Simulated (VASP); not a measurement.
CdS: single point with PBE

CdS:

```xyz
4
Lattice="3.7877 0.0000 0.0000 -1.8939 3.2803 0.0000 0.0000 0.0000 6.8328" Properties=species:S:1:pos:R:3 pbc="T T T"
Cd    0.0000    2.1868    5.1246
Cd    1.8939    1.0934    1.7082
S     0.0000    0.0000    0.0000
S     0.0000    0.0000    3.4164
```

| Quantity | Value |
| --- | --- |
| Program | VASP 6.6.1 |
| Task | single point |
| Functional | PBE |
| Potentials or basis | VASP PAW PBE potentials, release 64 (Cd, S) |
| Cutoff | 520 eV |
| k mesh | 12 × 12 × 8 |
| Occupations | gaussian, width 0.1 eV |
| Spin | no spin polarisation |
| Dipole correction | no |
| Further INCAR settings | ALGO = Normal; EDIFF = 1e-07; NBANDS = 26 |

```json
{
 "Pressure": "0.3 GPa",
 "Band gap on the k mesh": "zero (band 18 reaches 3.21 eV, above the bottom of band 19 at 2.88 eV)"
}
```

Levels at points of the mesh, in eV from the Fermi level:
```
           k point  band 16  band 17  band 18  band 19  band 20  band 21
(0.00, 0.00, 0.00)    -0.80    -0.32    -0.32    -0.08     4.40     4.82
(0.50, 0.00, 0.00)    -2.10    -0.52    -0.49     0.03     2.68     4.83
(0.00, 0.00, 0.50)    -0.59    -0.59    -0.59     2.15     2.15     7.29
(0.50, 0.00, 0.50)    -2.32    -1.39    -1.39     1.87     1.87     4.41
```

It took 2.9 min on 1 thread of Intel(R) Xeon(R) Platinum 8259CL CPU @ 2.50GHz (Skylake/Cascade Lake), on a shared host, peak memory 0.31 GiB.
